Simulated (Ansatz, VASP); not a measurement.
One calculation of SiO2, two programs

The input INCAR:

```
SYSTEM = SiO2
  PREC = Accurate
  ENCUT = 520
  EDIFF = 1E-7
  ISMEAR = -1
  SIGMA = 0.02
  LREAL = .FALSE.
  LASPH = .TRUE.
  NELM = 60
  ALGO = Normal
  ISIF = 2
  LWAVE = .FALSE.
  LCHARG = .TRUE.
  GGA = PE
  LELF = .TRUE.
  LVHAR = .TRUE.
  NBANDS = 44
```

The input KPOINTS:

```
Automatic mesh
0
G
  6 6 6
  0 0 0
```

The input POSCAR:

```
SiO2
1.0
   -4.4694822814      4.4694822814      2.6154272578
    4.4694822814     -4.4694822814      2.6154272578
    4.4694822814      4.4694822814     -2.6154272578
Si O
4 8
Direct
    0.1769564250      0.1769564250      0.3539128499
    0.8230435750      0.1769564250      0.0000000000
    0.1769564250      0.8230435750      0.0000000000
    0.8230435750      0.8230435750      0.6460871501
    0.5000000000      0.5000000000      0.5000000000
    0.0000000000      0.5000000000      0.0000000000
    0.5000000000      0.0000000000      0.0000000000
    0.0000000000      0.0000000000      0.5000000000
    0.0000000000      0.2088304677      0.2088304677
    0.7911695323      0.0000000000      0.7911695323
    0.2088304677      0.0000000000      0.2088304677
    0.0000000000      0.7911695323      0.7911695323
```

Input for Ansatz:

```yaml
crystal:
  lattice:
    - [-4.4694822814, 4.4694822814, 2.6154272578]
    - [4.4694822814, -4.4694822814, 2.6154272578]
    - [4.4694822814, 4.4694822814, -2.6154272578]
  atoms:
    - { symbol: Si, position: [0.176956425, 0.176956425, 0.3539128499] }
    - { symbol: Si, position: [0.823043575, 0.176956425, 0.0] }
    - { symbol: Si, position: [0.176956425, 0.823043575, 0.0] }
    - { symbol: Si, position: [0.823043575, 0.823043575, 0.6460871501] }
    - { symbol: O, position: [0.5, 0.5, 0.5] }
    - { symbol: O, position: [0.0, 0.5, 0.0] }
    - { symbol: O, position: [0.5, 0.0, 0.0] }
    - { symbol: O, position: [0.0, 0.0, 0.5] }
    - { symbol: O, position: [0.0, 0.2088304677, 0.2088304677] }
    - { symbol: O, position: [0.7911695323, 0.0, 0.7911695323] }
    - { symbol: O, position: [0.2088304677, 0.0, 0.2088304677] }
    - { symbol: O, position: [0.0, 0.7911695323, 0.7911695323] }
kpoints:
  mp_grid: { grid: [6, 6, 6] }
  band_path:
    path:
      - [[0.0, 0.0, 0.0], [-9.697706544466e-18, 9.697706544466e-18, 0.5], [-0.5, 0.5, 0.5], [0.0, 0.0, 0.0], [0.3356073118583, 0.3356073118583, -0.3356073118583]]
      - [[-0.3356073118583, 0.6643926881417, 0.3356073118583], [-0.5, 0.5, 0.5]]
      - [[-9.697706544466e-18, 9.697706544466e-18, 0.5], [0.25, 0.25, 0.25], [1.605515662653e-17, 0.5, -1.605515662653e-17], [0.0, 0.0, 0.0]]
    npoints: 10
hamiltonian:
  xc: pbe
scf:
  occupations: { method: fermi_dirac, width: 0.02 }
  n_extra_bands: 7
output:
  forces: true
  stress: true
  eigenvalues: true
```

Alike in both runs: task single point; functional PBE; k mesh 6 × 6 × 6; occupations fermi-dirac, width 0.02 eV; no spin polarisation.

|  | VASP | Ansatz |
| --- | --- | --- |
| version | VASP 6.6.1 | Ansatz 0.2.0 |
| potentials or method | VASP PAW PBE potentials, release 64 (Si, O) | plane waves, PAW |
| plane-wave cutoff (eV) | 520 | 420 |
| valence electrons in the cell | 64 | 64 |

```tsv
	VASP	Ansatz	Ansatz less VASP
gap on the k mesh at the Fermi level (eV)	5.45	5.45	+0.003
pressure (GPa)	3.6	3.6	-0.06
rms of the force components (eV/Å)	0.063	0.068	+0.0042
```

Atom by atom the forces differ by 0.010 eV/Å (rms over components). The functional is the same, so the differences come from potentials, cutoffs and numerics.
